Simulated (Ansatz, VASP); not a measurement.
## One calculation of Se, two programs

```xyz
3
Lattice="4.0385 0.0000 0.0000 -2.0192 3.4974 0.0000 0.0000 0.0000 5.1215" Properties=species:S:1:pos:R:3 pbc="T T T"
Se    1.0045    0.0000    0.8536
Se   -0.5023    0.8699    4.2679
Se    1.5170    2.6275    2.5607
```

Alike in both runs: functional PBEsol; k mesh 12 × 12 × 8; occupations gaussian, width 0.02 eV; no spin polarisation.

Ansatz relaxed the structure, and its values are those at the end. VASP's run is a single point on that final structure, the one shown.

|  | VASP | Ansatz |
| --- | --- | --- |
| version | VASP 6.6.1 | Ansatz 0.2.0 |
| potentials or method | VASP PAW PBE potentials, release 64 (Se), cutoff 520 eV | scalar-relativistic, plane waves, PAW |
| valence electrons in the cell | 18 | 48 |

Ansatz gave:

```
gap on the k mesh at the Fermi level (eV) : 0.45
least direct gap on the mesh (eV)         : 0.45
pressure (GPa)                            : 0.0
rms of the force components (eV/Å)        : 0.001
```

Task: Estimate VASP's values.

Result: gap on the k mesh at the Fermi level (eV): 0.44; least direct gap on the mesh (eV): 0.44; pressure (GPa): 0.2; rms of the force components (eV/Å): 0.017.

VASP's potentials were made for PBE, not for PBEsol. VASP's potentials hold 18 valence electrons a cell and Ansatz's 48, so a difference there can come from the potentials and not from the codes.
